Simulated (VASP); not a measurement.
Set up this calculation in VASP 6.6.1, as the native input.

```
Task                   : single point
Functional             : PBEsol
Potentials or basis    : VASP PAW PBE potentials, release 64 (C)
Cutoff                 : 520 eV
k mesh                 : 10 × 7 × 1
Occupations            : fermi-dirac, width 0.02 eV
Spin                   : no spin polarisation
Dipole correction      : yes
Further INCAR settings : ALGO = Normal; EDIFF = 1e-07; NBANDS = 21
```

The structure of C lies in POSCAR:

```
C
1.0
    2.5129241671      0.0000000000      0.0000000000
    0.0000000000      3.5538114383      0.0000000000
    0.0000000000      0.0000000000     18.5129000000
C
6
Direct
    0.7500000000      0.0978741860      0.4391944269
    0.2500000000      0.9021258140      0.4391944269
    0.2500000000      0.6099406944      0.4999999811
    0.7500000000      0.3900593056      0.4999999811
    0.7500000000      0.0978742058      0.5608055920
    0.2500000000      0.9021257942      0.5608055920
```

These files were run (other wordings do the same):

INCAR

```
PREC = Accurate
ENCUT = 520
EDIFF = 1E-7
ISMEAR = -1
SIGMA = 0.02
LREAL = False
LASPH = True
NELM = 100
ALGO = Normal
ISIF = 2
LWAVE = False
LCHARG = False
LDIPOL = True
IDIPOL = 3
DIPOL = 0.5 0.5 0.500
GGA = PS
NBANDS = 21
```

KPOINTS

```
Automatic mesh
0
Gamma
  10 7 1
```

Potentials or basis: VASP PAW PBE potentials, release 64 (C).

Command:

```sh
$ cat potpaw_PBE.64/C/POTCAR > POTCAR
$ mpirun -np 1 vasp_std > vasp.out
```

Results of the run:

```json
{
 "Largest force": "0.047 eV/Å",
 "Band gap on the k mesh": "zero (band 12 reaches -2.02 eV, above the bottom of band 13 at -2.92 eV)"
}
```

Caveat: the PAW data sets were made with another functional, which shifts forces and pressure a little.

Run time: 4.2 min on 1 thread of AMD EPYC 7R13 (shared host), peak memory 0.24 GiB.
